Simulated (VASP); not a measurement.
A run of VASP 6.6.1 is set up as follows.

INCAR

```
SYSTEM = W
ALGO = Normal
EDIFF = 1E-7
EDIFFG = -0.005
ENCUT = 500
GGA = PS
GGA_COMPAT = .FALSE.
IBRION = 2
ISIF = 3
ISMEAR = -1
LASPH = .TRUE.
LCHARG = .FALSE.
LREAL = .FALSE.
LWAVE = .FALSE.
NELM = 120
NELMIN = 4
NSW = 32
PREC = Accurate
PSTRESS = 880.0
SIGMA = 0.1
```

File KPOINTS:

```
k-points
0
G
  13 13 13
  0 0 0
```

Contents of POSCAR:

```
W
1.0
    0.0000000000      2.5642546661      2.5642546661
    2.5642546661      0.0000000000      2.5642546661
    2.5642546661      2.5642546661      0.0000000000
W
2
Direct
   -0.1250000000     -0.1250000000     -0.1250000000
    0.1250000000      0.1250000000      0.1250000000
```

Potentials or basis: VASP PAW PBE potentials, release 64 (W_sv).

The run is started by

```sh
$ cat potpaw_PBE.64/W_sv/POTCAR > POTCAR
$ mpirun -np 1 vasp_std > vasp.out
```

(1) What does it give for the band gap on the k mesh?

(2) Estimate the relaxed cell.

(3) Estimate the space group after relaxing (to 0.05 Å).

(4) Predict the relaxed volume.

Answers

(1) zero (band 14 reaches 9.94 eV, above the bottom of band 15 at 8.91 eV).

(2) a = 3.642 Å, b = 3.642 Å, c = 3.642 Å, α = 60.00°, β = 60.00°, γ = 60.00°.

(3) Fd-3m (No. 227).

(4) 17.08 Å³/atom.

Caveat: the cell is relaxed towards a set pressure, so the enthalpy falls and the energy may rise; the PAW data sets were made with another functional, which shifts forces and pressure a little; spin-orbit coupling is left out, which moves the levels of the heavy elements.
